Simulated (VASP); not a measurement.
# Zn (P6_3/mmc) in VASP: a series of runs, part 2 of 2

VASP 6.6.1. Earlier steps stand in the parts before.

### Step 3. Electric field gradients, PBEsol

INCAR

```
ALGO     = Normal         # electronic algorithm
EDIFF    = 1E-8           # SCF threshold, eV
ENCUT    = 520            # plane-wave cutoff, eV
GGA      = PS             # functional
ISIF     = 2              # what is computed and relaxed
ISMEAR   = -1             # smearing method
LASPH    = T              # aspherical terms in the spheres
LCHARG   = F              # write CHGCAR
LEFG     = T            
LREAL    = F              # projectors in reciprocal space
LWAVE    = F              # write WAVECAR
NBANDS   = 19             # bands
NELM     = 80             # most SCF steps
PREC     = Accurate       # precision mode
SIGMA    = 0.03           # smearing width, eV
```

KPOINTS

```
k-points
0
Gamma
  18 18 8
```

POSCAR

```
Zn
1.0
    2.6647980532      0.0000000000      0.0000000000
   -1.3323990266      2.3077828100      0.0000000000
    0.0000000000      0.0000000000      4.9467000000
Zn
2
Direct
    0.3333333333      0.6666666667      0.2500000000
    0.6666666667      0.3333333333      0.7500000000
```

Potentials or basis: VASP PAW PBE potentials, release 64 (Zn).

The run is started by

```bash
> cat potpaw_PBE.64/Zn/POTCAR > POTCAR
> mpirun -np 1 vasp_std > vasp.out
```

OUTCAR:

```text
EDIFF = 1E-8
   ENCUT = 520
   GGA = PS
   ISIF = 2
   ISMEAR = -1
   LASPH = T
   LREAL = F
   NELM = 80
   PREC = Accurate

 ion  position               nearest neighbor table
   1  0.333  0.667  0.250-   2 2.91   2 2.91   2 2.91   2 2.91   2 2.91   2 2.91
   2  0.667  0.333  0.750-   1 2.91   1 2.91   1 2.91   1 2.91   1 2.91   1 2.91

  LATTYP: Found a hexagonal cell.
 ALAT       =     2.6647980532
 C/A-ratio  =     1.8563132745

  Lattice vectors:

 A1 = (   2.6647980532,   0.0000000000,   0.0000000000)
 A2 = (  -1.3323990266,   2.3077828100,   0.0000000000)
 A3 = (   0.0000000000,   0.0000000000,   4.9467000000)

Analysis of symmetry for initial positions (statically):
=====================================================================
 Subroutine PRICEL returns:
 Original cell was already a primitive cell.

 Routine SETGRP: Setting up the symmetry group for a
 hexagonal supercell.

 Subroutine GETGRP returns: Found 24 space group operations
 (whereof 12 operations were pure point group operations)
 out of a pool of 24 trial point group operations.

The static configuration has the point symmetry D_3d.
 The point group associated with its full space group is D_6h.

Analysis of symmetry for dynamics (positions and initial velocities):
=====================================================================
 Subroutine PRICEL returns:
 Original cell was already a primitive cell.

 Routine SETGRP: Setting up the symmetry group for a
 hexagonal supercell.

 Subroutine GETGRP returns: Found 24 space group operations
 (whereof 12 operations were pure point group operations)
 out of a pool of 24 trial point group operations.

The dynamic configuration has the point symmetry D_3d.
 The point group associated with its full space group is D_6h.

 Subroutine INISYM returns: Found 24 space group operations
 (whereof 12 operations are pure point group operations),
 and found     1 'primitive' translations

----------------------------------------------------------------------------------------

                                     Primitive cell

  volume of cell :      30.4211

  direct lattice vectors                    reciprocal lattice vectors
     2.664798053  0.000000000  0.000000000     0.375262958  0.216658170  0.000000000
    -1.332399027  2.307782810  0.000000000     0.000000000  0.433316340  0.000000000
     0.000000000  0.000000000  4.946700000     0.000000000  0.000000000  0.202154972

  length of vectors
     2.664798053  2.664798053  4.946700000     0.433316340  0.433316340  0.202154972

  position of ions in fractional coordinates (direct lattice)
     0.333333333  0.666666667  0.250000000
     0.666666667  0.333333333  0.750000000

  ion indices of the primitive-cell ions
   primitive index   ion index
                 1           1
                 2           2

----------------------------------------------------------------------------------------

 KPOINTS: k-points

[... 72 lines left out ...]
   NFREE  =      0    steps in history (QN), initial steepest desc. (CG)
   ISIF   =      2    stress and relaxation
   ISYM   =      2    0-nonsym 1-usesym 2-fastsym
   POTIM  = 0.5000    time-step for ionic-motion
   TEBEG  =    0.0;   TEEND  =   0.0 temperature during run
   PSTRESS=    0.0 pullay stress
   NELECT =      24.0000    total number of electrons
   NUPDOWN=      -1.0000    fix difference up-down
   EMIN   =  10.00;   EMAX   =-10.00  energy-range for DOS
   EFERMI =   0.00;   METHOD = LEGACY
   ISMEAR =    -1;   SIGMA  =   0.03  broadening in eV -4-tet -1-fermi 0-gaus
   EFERMI_NEDOS =   21; number of points for ismear=-14 and -15
   IALGO  =     38    algorithm
   IMIX   =      4    mixing-type and parameters
     AMIX     =   0.40;   BMIX     =  1.00
     AMIX_MAG =   1.60;   BMIX_MAG =  1.00
  volume/ion in A,a.u.               =      15.21       102.65
  Fermi-wavevector in a.u.,A,eV,Ry     =   1.512703  2.858594 31.133805  2.288270
  Thomas-Fermi vector in A             =   2.622592
   LORBIT       =      0    0 simple, 1 ext, 2 COOP (PROOUT), +10 PAW based schemes
   GGA     = PS    functional components
   LHFCALC =     F    Hartree Fock is set to
   AEXX    =    0.0000 exact exchange contribution
   IVDW    =     0    specifies the selected vdW correction
   LEPSILON=     F    determine dielectric tensor
   LRPA    =     F    only Hartree local field effects (RPA)
 non-spin polarized calculation
  energy-cutoff  :      520.00
  volume of cell :       30.42
 maximum number of plane-waves:       855
 NGX is ok and might be reduce to    20
   NGX =  9   NGY =  9   NGZ = 19

 number of electron      24.0000012 magnetization

 Free energy of the ion-electron system (eV)
  ---------------------------------------------------
  ext. energy  EPLUGINS =         0.00000000
  ---------------------------------------------------
  free energy    TOTEN  =        -3.13936884 eV

  energy without entropy =       -3.13788193  energy(sigma->0) =       -3.13862539

 E-fermi :   3.0874     XC(G=0): -11.7002

 val. band max:        3.0706578855   @ k =   0.3333   0.3333   0.0000
 cond. band min:       3.1065365952   @ k =   0.3333   0.2222   0.2500
 fundamental gap:      0.0358787097
 Fermi energy:         3.0874133914

 k-point     1 :       0.0000    0.0000    0.0000
  band No.  band energies     occupation
      1      -7.4772      2.00000
      2      -5.6480      2.00000
      3      -4.9407      2.00000
      4      -4.7125      2.00000
      5      -4.7125      2.00000
      6      -4.6622      2.00000
[... 505 lines left out ...]
      6      -4.5668      2.00000
[... 11 lines left out ...]
     18      15.8964      0.00000
     19      17.2723      0.00000

 [... further k-points ...]

------------------------ aborting loop because EDIFF is reached ----------------------------------------

  FORCE on cell =-STRESS in cart. coord.  units (eV):
  Direction    XX          YY          ZZ          XY          YZ          ZX
  --------------------------------------------------------------------------------------
  -------------------------------------------------------------------------------------
  Total       -1.0793690     -1.0793690     -0.7086644      0.0000000      0.0000000      0.0000000
  in kB      -56.8467613    -56.8467613    -37.3229853      0.0000000      0.0000000      0.0000000
  external PRESSURE =     -50.3388360 kB  Pullay stress =       0.0000000 kB

 VOLUME and BASIS-vectors are now :
 -----------------------------------------------------------------------------
  energy-cutoff  :      520.00
  volume of cell :       30.42
      direct lattice vectors                 reciprocal lattice vectors
     2.664798053  0.000000000  0.000000000     0.375262958  0.216658170  0.000000000
    -1.332399027  2.307782810  0.000000000     0.000000000  0.433316340  0.000000000
     0.000000000  0.000000000  4.946700000     0.000000000  0.000000000  0.202154972

 POSITION                                       TOTAL-FORCE (eV/Angst)
 -----------------------------------------------------------------------------------
     -0.00000      1.53852      1.23667        -0.000000      0.000000      0.000000
      1.33240      0.76926      3.71002         0.000000      0.000000      0.000000
 -----------------------------------------------------------------------------------
    total drift:                               -0.000000      0.000000      0.000000

  FREE ENERGIE OF THE ION-ELECTRON SYSTEM (eV)
  ---------------------------------------------------
  free  energy   TOTEN  =        -3.1393688431 eV

  energy  without entropy=       -3.1378819339  energy(sigma->0) =       -3.13862539

 Electric field gradients (V/A^2)
---------------------------------------------------------------------
 ion       V_xx      V_yy      V_zz      V_xy      V_xz      V_yz
---------------------------------------------------------------------
   1     -17.467   -17.460    34.927     0.006     0.000    -0.000
   2     -17.467   -17.460    34.927     0.006    -0.000     0.000
---------------------------------------------------------------------

 Electric field gradients after diagonalization (V/A^2)
 (convention: |V_zz| > |V_xx| > |V_yy|)
----------------------------------------------------------------------
 ion       V_xx      V_yy      V_zz     asymmetry (V_yy - V_xx)/ V_zz
----------------------------------------------------------------------
   1     -17.470   -17.457    34.927       0.000
   2     -17.470   -17.457    34.927       0.000
----------------------------------------------------------------------

           NMR quadrupolar parameters

 Cq : quadrupolar parameter    Cq=e*Q*V_zz/h
 eta: asymmetry parameters     (V_yy - V_xx)/ V_zz
 Q  : nuclear electric quadrupole moment in mb (millibarn)
----------------------------------------------------------------------
 ion       Cq(MHz)       eta       Q (mb)
----------------------------------------------------------------------
   1       0.084       0.000       1.000
   2       0.084       0.000       1.000
----------------------------------------------------------------------
```

It took 39 s on 1 thread of AMD EPYC 9R45 (Zen 5), shared host; peak memory 0.18 GiB.

Results:

```yaml
Free_energy: -3.1394 eV
Pressure: -5.0 GPa
Band_gap_on_the_k_mesh: zero (band 12 reaches 4.55 eV, above the bottom of band 13 at -0.10 eV)
```

Electric field gradients, principal values (V/Å²):
```csv
atom,least,middle,greatest (by size)
1 Zn,-17.457,-17.470,34.927
2 Zn,-17.457,-17.470,34.927
```

Caveat: without QUAD_EFG the Cq values of the log hold for a quadrupole moment of 1 mb, not for the nuclei; the PAW data sets were made with another functional, which shifts forces and pressure a little.
